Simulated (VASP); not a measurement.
# Na (I4/mmm) in VASP: a series of runs

Runs on Na. Level: PBE. Tasks: single point.

Everything below comes from runs of VASP 6.6.1. Logs are shortened: lines on timing, memory, paths and dates and some standing lists are left out, and cuts for length are marked.

### Step 1. The cell of the first run

The structure is tetragonal, space group I4/mmm (No. 139). Conventional cell: a = 3.777 Å, b = 3.777 Å, c = 5.275 Å, α = 90.00°, β = 90.00°, γ = 90.00°. Na (site symmetry 4/mmm) has 12 Na at 3.75 to 3.78 Å within 4.9 Å.

### Step 2. Single point, PBE

Input file INCAR:

```
  PREC = Accurate
  ENCUT = 520
  EDIFF = 1E-6
  ISMEAR = 0
  SIGMA = 0.1
  LREAL = F
  LASPH = T
  NELM = 80
  ALGO = Fast
  ISIF = 2
  LWAVE = F
  LCHARG = F
  GGA = PE
  NBANDS = 10
```

Input file KPOINTS:

```
regular mesh
0
Gamma
  6 6 6
```

Input file POSCAR:

```
Na
1.0
   -1.8882910800      1.8882910800      2.6372766800
    1.8882910800     -1.8882910800      2.6372766800
    1.8882910800      1.8882910800     -2.6372766800
Na
1
Direct
    0.0000000000      0.0000000000      0.0000000000
```

Potentials or basis: VASP PAW PBE potentials, release 64 (Na_pv).

The run is started by

```console
$ cat potpaw_PBE.64/Na_pv/POTCAR > POTCAR
$ mpirun -np 1 vasp_std > vasp.out
```

OUTCAR:

```text
PREC = Accurate
   ENCUT = 520
   EDIFF = 1E-6
   ISMEAR = 0
   LREAL = F
   LASPH = T
   NELM = 80
   ISIF = 2
   GGA = PE

 ion  position               nearest neighbor table
   1  0.000  0.000  0.000-

  LATTYP: Found a body centered tetragonal cell.
 ALAT       =     3.7765821600
 C/A-ratio  =     1.3966473220

  Lattice vectors:

 A1 = (  -1.8882910800,   1.8882910800,   2.6372766800)
 A2 = (   1.8882910800,  -1.8882910800,   2.6372766800)
 A3 = (   1.8882910800,   1.8882910800,  -2.6372766800)

Analysis of symmetry for initial positions (statically):
=====================================================================
 Subroutine PRICEL returns:
 Original cell was already a primitive cell.

 Routine SETGRP: Setting up the symmetry group for a
 body centered tetragonal supercell.

 Subroutine GETGRP returns: Found 16 space group operations
 (whereof 16 operations were pure point group operations)
 out of a pool of 16 trial point group operations.

The static configuration has the point symmetry D_4h.

Analysis of symmetry for dynamics (positions and initial velocities):
=====================================================================
 Subroutine PRICEL returns:
 Original cell was already a primitive cell.

 Routine SETGRP: Setting up the symmetry group for a
 body centered tetragonal supercell.

 Subroutine GETGRP returns: Found 16 space group operations
 (whereof 16 operations were pure point group operations)
 out of a pool of 16 trial point group operations.

The dynamic configuration has the point symmetry D_4h.

 Subroutine INISYM returns: Found 16 space group operations
 (whereof 16 operations are pure point group operations),
 and found     1 'primitive' translations

----------------------------------------------------------------------------------------

                                     Primitive cell

  volume of cell :      37.6144

  direct lattice vectors                    reciprocal lattice vectors
    -1.888291080  1.888291080  2.637276680     0.000000000  0.264789685  0.189589512
     1.888291080 -1.888291080  2.637276680     0.264789685  0.000000000  0.189589512
     1.888291080  1.888291080 -2.637276680     0.264789685  0.264789685  0.000000000

  length of vectors
     3.753200593  3.753200593  3.753200593     0.325665105  0.325665105  0.374469164

  position of ions in fractional coordinates (direct lattice)
     0.000000000  0.000000000  0.000000000

  ion indices of the primitive-cell ions
   primitive index   ion index
                 1           1

[... 77 lines left out ...]
   ISIF   =      2    stress and relaxation
   ISYM   =      2    0-nonsym 1-usesym 2-fastsym
   POTIM  = 0.5000    time-step for ionic-motion
   TEBEG  =    0.0;   TEEND  =   0.0 temperature during run
   PSTRESS=    0.0 pullay stress
   NELECT =       7.0000    total number of electrons
   NUPDOWN=      -1.0000    fix difference up-down
   EMIN   =  10.00;   EMAX   =-10.00  energy-range for DOS
   EFERMI =   0.00;   METHOD = LEGACY
   ISMEAR =     0;   SIGMA  =   0.10  broadening in eV -4-tet -1-fermi 0-gaus
   EFERMI_NEDOS =   21; number of points for ismear=-14 and -15
   IALGO  =     68    algorithm
   IMIX   =      4    mixing-type and parameters
     AMIX     =   0.40;   BMIX     =  1.00
     AMIX_MAG =   1.60;   BMIX_MAG =  1.00
  volume/ion in A,a.u.               =      37.61       253.83
  Fermi-wavevector in a.u.,A,eV,Ry     =   0.934666  1.766262 11.886050  0.873600
  Thomas-Fermi vector in A             =   2.061494
   LORBIT       =      0    0 simple, 1 ext, 2 COOP (PROOUT), +10 PAW based schemes
   GGA     = PE    functional components
   LHFCALC =     F    Hartree Fock is set to
   AEXX    =    0.0000 exact exchange contribution
   IVDW    =     0    specifies the selected vdW correction
   LEPSILON=     F    determine dielectric tensor
   LRPA    =     F    only Hartree local field effects (RPA)
 non-spin polarized calculation
 RMM-DIIS sequential band-by-band and
 Gauss-broadening in eV      SIGMA  =   0.10
  energy-cutoff  :      520.00
  volume of cell :       37.61
 maximum number of plane-waves:      1026
   NGX = 13   NGY = 13   NGZ = 13

 number of electron       6.9999993 magnetization

 Free energy of the ion-electron system (eV)
  ---------------------------------------------------
  ext. energy  EPLUGINS =         0.00000000
  ---------------------------------------------------
  free energy    TOTEN  =        -1.30137117 eV

  energy without entropy =       -1.29707086  energy(sigma->0) =       -1.29922102

 E-fermi :   0.0711     XC(G=0):  -6.4639

 val. band max:        0.0436147988   @ k =  -0.3333  -0.3333   0.1667
 cond. band min:       0.5627345277   @ k =   0.5000   0.1667   0.0000
 fundamental gap:      0.5191197289
 Fermi energy:         0.0711079538

 k-point     1 :       0.0000    0.0000    0.0000
  band No.  band energies     occupation
      1     -24.6205      2.00000
      2     -24.6202      2.00000
      3     -24.6202      2.00000
      4      -2.9612      2.00000
      5      11.2804      0.00000
      6      11.2804      0.00000
      7      11.3232      0.00000
      8      12.3824      0.00000
      9      12.8246      0.00000
     10      12.8252      0.00000
[... 287 lines left out ...]
 k-point    24 :      -0.1667   -0.3333    0.1667
  band No.  band energies     occupation
      1     -24.6408      2.00000
      2     -24.6262      2.00000
      3     -24.6261      2.00000
      4      -1.2865      2.00000
      5       5.4515      0.00000
      6       8.5929      0.00000
      7       8.6604      0.00000
      8       9.7558      0.00000
      9      12.6368      0.00000
     10      14.9116      0.00000

 [... further k-points ...]

------------------------ aborting loop because EDIFF is reached ----------------------------------------

  FORCE on cell =-STRESS in cart. coord.  units (eV):
  Direction    XX          YY          ZZ          XY          YZ          ZX
  --------------------------------------------------------------------------------------
  -------------------------------------------------------------------------------------
  Total       -0.0260964     -0.0260964     -0.0573744      0.0000000     -0.0000000      0.0000000
  in kB       -1.1115708     -1.1115708     -2.4438544      0.0000000     -0.0000000      0.0000000
  external PRESSURE =      -1.5556653 kB  Pullay stress =       0.0000000 kB

 VOLUME and BASIS-vectors are now :
 -----------------------------------------------------------------------------
  energy-cutoff  :      520.00
  volume of cell :       37.61
      direct lattice vectors                 reciprocal lattice vectors
    -1.888291080  1.888291080  2.637276680     0.000000000  0.264789685  0.189589512
     1.888291080 -1.888291080  2.637276680     0.264789685  0.000000000  0.189589512
     1.888291080  1.888291080 -2.637276680     0.264789685  0.264789685  0.000000000

 POSITION                                       TOTAL-FORCE (eV/Angst)
 -----------------------------------------------------------------------------------
      0.00000      0.00000      0.00000        -0.000000      0.000000      0.000000
 -----------------------------------------------------------------------------------
    total drift:                               -0.000000     -0.000000      0.000000

  FREE ENERGIE OF THE ION-ELECTRON SYSTEM (eV)
  ---------------------------------------------------
  free  energy   TOTEN  =        -1.3013711729 eV

  energy  without entropy=       -1.2970708601  energy(sigma->0) =       -1.29922102
```

OSZICAR:

```text
N       E                     dE             d eps       ncg     rms          rms(c)
DAV:   1     0.284964941082E+02    0.28496E+02   -0.38769E+03   600   0.588E+02
DAV:   2    -0.635741564906E+00   -0.29132E+02   -0.29031E+02   624   0.153E+02
DAV:   3    -0.129661746722E+01   -0.66088E+00   -0.66041E+00   762   0.241E+01
DAV:   4    -0.130200364588E+01   -0.53862E-02   -0.53855E-02   706   0.208E+00
DAV:   5    -0.130207043901E+01   -0.66793E-04   -0.66791E-04   708   0.237E-01    0.202E-01
RMM:   6    -0.130167243092E+01    0.39801E-03   -0.23507E-04   794   0.160E-01    0.136E-01
RMM:   7    -0.130136725788E+01    0.30517E-03   -0.54433E-04   804   0.219E-01    0.159E-02
RMM:   8    -0.130136824954E+01   -0.99166E-06   -0.12993E-04   819   0.198E-01    0.386E-03
RMM:   9    -0.130137093769E+01   -0.26882E-05   -0.26935E-05   885   0.577E-02    0.265E-03
RMM:  10    -0.130137117294E+01   -0.23525E-06   -0.72814E-06   807   0.456E-02
   1 F= -.13013712E+01 E0= -.12992210E+01  d E =-.430031E-02
```

Run time: 7 s. Hardware: 1 thread of Intel Xeon Platinum 8259CL at 2.50GHz (Skylake/Cascade Lake), shared host; peak memory 0.14 GiB.

Results:

```yaml
Free_energy: -1.3014 eV
Pressure: -0.2 GPa
```

Stress tensor (GPa, compression positive):
```
-0.11  0.00  0.00
 0.00 -0.11  0.00
 0.00  0.00 -0.24
```

Caveat: the k points lie up to 0.39 Å⁻¹ apart.

### Step 3. Single point, PBE

Input file INCAR:

```
ALGO = Fast
EDIFF = 1E-6
ENCUT = 520
GGA = PE
ISIF = 2
ISMEAR = -1
LASPH = True
LCHARG = True
LELF = True
LREAL = False
LVHAR = True
LWAVE = False
NBANDS = 10
NELM = 100
PREC = Accurate
SIGMA = 0.2585199978643553
```

Input file KPOINTS:

```
k-points
0
Gamma
  6 6 6
```

Edit POSCAR of step 2 so:

```diff
@@ -8,2 +8,2 @@
 Direct
-    0.0000000000      0.0000000000      0.0000000000
+    0.4890000000      0.5850000000      0.2870000000
```

Potentials or basis: VASP PAW PBE potentials, release 64 (Na_pv).

The run is started by

```console
$ cat potpaw_PBE.64/Na_pv/POTCAR > POTCAR
$ mpirun -np 1 vasp_std > vasp.out
```

Run time: 8.7 s. Hardware: 1 thread of Intel Xeon Platinum 8259CL at 2.50GHz (Skylake/Cascade Lake), shared host; peak memory 0.14 GiB.

It converged, with:

| Item | Value |
| --- | --- |
| Free energy | -1.3581 eV |
| Pressure | 0.0 GPa |

Levels at points of the mesh, in eV from the Fermi level:
```
           k point  band 1  band 2  band 3  band 4  band 5  band 6  band 7  band 8
(0.00, 0.00, 0.00)  -24.86  -24.86  -24.86   -3.20   11.04   11.04   11.08   12.14
(0.50, 0.00, 0.00)  -24.89  -24.87  -24.87    0.60    0.99   10.01   10.18   11.03
(0.50, 0.50, 0.00)  -24.89  -24.87  -24.87    1.76    2.30    6.31    7.16    7.17
(0.50, 0.50, 0.50)  -24.89  -24.87  -24.87    1.89    2.42    6.20    7.03    7.03
```

Caveat: the k points lie up to 0.39 Å⁻¹ apart.

### Step 4. Single point, PBE

Input file INCAR:

```
PREC = Accurate
ENCUT = 520
EDIFF = 1E-7
ISMEAR = -4
SIGMA = 0.1
LREAL = False
LASPH = True
NELM = 60
ALGO = Fast
ISIF = 2
LWAVE = False
LCHARG = True
GGA = PE
LELF = True
LVHAR = True
NBANDS = 10
```

Input file KPOINTS:

```
Automatic mesh
0
Gamma
  6 6 6
```

Edit POSCAR of step 3 so:

```diff
@@ -8,2 +8,2 @@
 Direct
-    0.4890000000      0.5850000000      0.2870000000
+    0.0000000000      0.0000000000      0.0000000000
```

The run is started by

```console
$ cat potpaw_PBE.64/Na_pv/POTCAR > POTCAR
$ mpirun -np 1 vasp_std > vasp.out
```

It took 10 s on 1 thread of Intel Xeon Platinum 8259CL at 2.50GHz (Skylake/Cascade Lake), shared host; peak memory 0.14 GiB.

The run converged. Its results:

```yaml
Free_energy: -1.1595 eV
Pressure: 0.2 GPa
```

Stress tensor (GPa, compression positive):
```
0.18 0.00 0.00
0.00 0.18 0.00
0.00 0.00 0.30
```

Levels at points of the mesh, in eV from the Fermi level:
```tsv
k point	band 1	band 2	band 3	band 4	band 5	band 6	band 7	band 8
(0.00, 0.00, 0.00)	-24.97	-24.97	-24.97	-3.31	10.93	10.93	10.98	12.04
(0.50, 0.00, 0.00)	-25.01	-24.98	-24.98	0.49	0.89	9.91	10.07	10.92
(0.50, 0.50, 0.00)	-25.00	-24.98	-24.98	1.65	2.19	6.20	7.05	7.06
(0.50, 0.50, 0.50)	-25.00	-24.98	-24.98	1.78	2.32	6.10	6.92	6.92
```

Caveat: the k points lie up to 0.39 Å⁻¹ apart.

### Step 5. The runs side by side

| smearing | further INCAR settings | gap on the mesh (eV) | pressure (GPa) |
| --- | --- | --- | --- |
| gaussian 0.1 eV | ALGO = Fast; EDIFF = 1e-06; NBANDS = 10 | none | -0.2 |
| fermi-dirac 0.25852 eV | ALGO = Fast; EDIFF = 1e-06; NBANDS = 10 | none | 0.0 |
| tetrahedron | ALGO = Fast; EDIFF = 1e-07; NBANDS = 10 | none | 0.2 |

Alike in all rows: task single point; level PBE; potentials or basis VASP PAW PBE potentials, release 64 (Na_pv); no spin polarisation; cell as given; k mesh 6 × 6 × 6; cutoff (eV) 520.

Caveats: all runs use coarse meshes.

Total energies depend on the potentials used, so only differences within one code and one set of settings carry meaning.
